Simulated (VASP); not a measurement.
Wanted: the native input for a VASP 6.6.1 run.

```
Task                   : single point
Functional             : PBE
Potentials or basis    : VASP PAW PBE potentials, release 64 (V_sv, Tl_d)
Cutoff                 : 520 eV
k mesh                 : 4 × 4 × 4
Occupations            : gaussian, width 0.1 eV
Spin                   : collinear spin, ferromagnetic start
Starting moments       : [0.17, 0.17, 0.17, 0.17, 0.01, 0.01] μB
Dipole correction      : no
Further INCAR settings : ALGO = Fast; EDIFF = 1e-06; NBANDS = 52
```

The structure of TlV2 lies in POSCAR:

```
TlV2
1.0
    0.0000000000      3.7044884137      3.7044884137
    3.7044884137      0.0000000000      3.7044884137
    3.7044884137      3.7044884137      0.0000000000
V Tl
4 2
Direct
    0.6250000000      0.6250000000      0.6250000000
    0.1250000000      0.6250000000      0.6250000000
    0.6250000000      0.6250000000      0.1250000000
    0.6250000000      0.1250000000      0.6250000000
    0.0000000000      0.0000000000      0.0000000000
    0.2500000000      0.2500000000      0.2500000000
```

One way to write it, as run:

INCAR

```
SYSTEM = TlV2
PREC = Accurate
ENCUT = 520
EDIFF = 1E-6
ISMEAR = 0
SIGMA = 0.1
LREAL = .False.
LASPH = .True.
NELM = 150
ALGO = Fast
ISIF = 2
LWAVE = .False.
LCHARG = .False.
ISPIN = 2
MAGMOM = 0.17 0.17 0.17 0.17 0.01 0.01
LORBIT = 11
LMAXMIX = 4
GGA = PE
NBANDS = 52
```

KPOINTS

```
Automatic mesh
0
Gamma
  4 4 4
  0 0 0
```

Potentials or basis: VASP PAW PBE potentials, release 64 (V_sv, Tl_d).

The run is started by

```sh
$ cat potpaw_PBE.64/V_sv/POTCAR potpaw_PBE.64/Tl_d/POTCAR > POTCAR
$ mpirun -np 1 vasp_std > vasp.out
```

Results of the run:

The pressure is 0.1 GPa and the band gap on the k mesh is zero (filled and empty bands overlap). The net moment is 0.00 μB per cell and the valence electrons inside the program's atomic spheres are V 11.56; Tl 11.38.

Caveat: the k points lie up to 0.37 Å⁻¹ apart, too coarse for converged energies and pressures of a metal; spin-orbit coupling is left out, which moves the levels of the heavy elements.

Run time: 83 s on 1 thread of AMD EPYC 9R45 96-Core Processor (Zen 5) (shared host), peak memory 0.27 GiB.
